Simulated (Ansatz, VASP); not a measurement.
Two plane-wave programs on WSe2

```
CELL_PARAMETERS angstrom
3.28549 0.00000 0.00000
-1.64275 2.84532 0.00000
0.00000 0.00000 24.23865
ATOMIC_POSITIONS crystal
Se 0.33333 0.66667 0.18565
Se 0.33333 0.66667 0.32466
Se 0.50000 0.33333 0.46947
Se 0.50000 0.33333 0.60848
W 0.66667 0.33333 0.25516
W 0.83333 0.00000 0.53897
```

Alike in both runs: task single point; functional PBE; dispersion D3(BJ); k mesh 9 × 9 × 1; occupations gaussian, width 0.05 eV; no spin polarisation.

```csv
,VASP,Ansatz
version,VASP 6.6.1,Ansatz 0.2.0
potentials or method,"VASP PAW PBE potentials, release 64 (Se, W_sv), cutoff 520 eV","scalar-relativistic, plane waves, PAW"
valence electrons in the cell,52,92
```

```tsv
	VASP	Ansatz	Ansatz less VASP
gap on the k mesh at the Fermi level (eV)	1.55	1.55	-0.001
least direct gap on the mesh (eV)	1.65	1.65	+0.004
rms of the force components (eV/Å)	0.042	0.026	-0.0159
```

VASP's potentials hold 52 valence electrons a cell and Ansatz's 92, so a difference there can come from the potentials and not from the codes. Ansatz's warnings: xc potential rough in thin density.

Spin-orbit coupling is off throughout.
